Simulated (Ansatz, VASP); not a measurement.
# Sc2Ta in VASP and in Ansatz

```
CELL_PARAMETERS angstrom
-3.49071 3.49071 2.81855
3.49071 -3.49071 2.81855
3.49071 3.49071 -2.81855
ATOMIC_POSITIONS crystal
Sc 0.16656 0.66656 0.83311
Sc 0.66656 0.83344 0.50000
Sc 0.33344 0.16656 0.50000
Sc 0.83344 0.33344 0.16689
Ta 0.75000 0.75000 0.00000
Ta 0.25000 0.25000 0.00000
```

Change from the starting cell: species swapped into the Ta2Ni type (I4/mcm, No. 140).

Alike in both runs: functional PBE; k mesh 4 × 4 × 4; occupations gaussian, width 0.1 eV; no spin polarisation.

Ansatz relaxed the structure, and its values are those at the end. VASP's run is a single point on that final structure, the one shown.

```csv
,VASP,Ansatz
version,VASP 6.6.1,Ansatz 0.2.0
potentials or method,"VASP PAW PBE potentials, release 64 (Sc_sv, Ta_pv), cutoff 520 eV","scalar-relativistic, plane waves, PAW"
valence electrons in the cell,66,70
```

```csv
,VASP,Ansatz,Ansatz less VASP
gap on the k mesh at the Fermi level (eV),none,none,-
pressure (GPa),0.1,0.0,-0.07
rms of the force components (eV/Å),0.022,0.020,-0.0023
```

A gap of «none» marks a metal or a gap that the smearing closes. VASP's potentials hold 66 valence electrons a cell and Ansatz's 70, so a difference there can come from the potentials and not from the codes.

Spin-orbit coupling is off throughout.
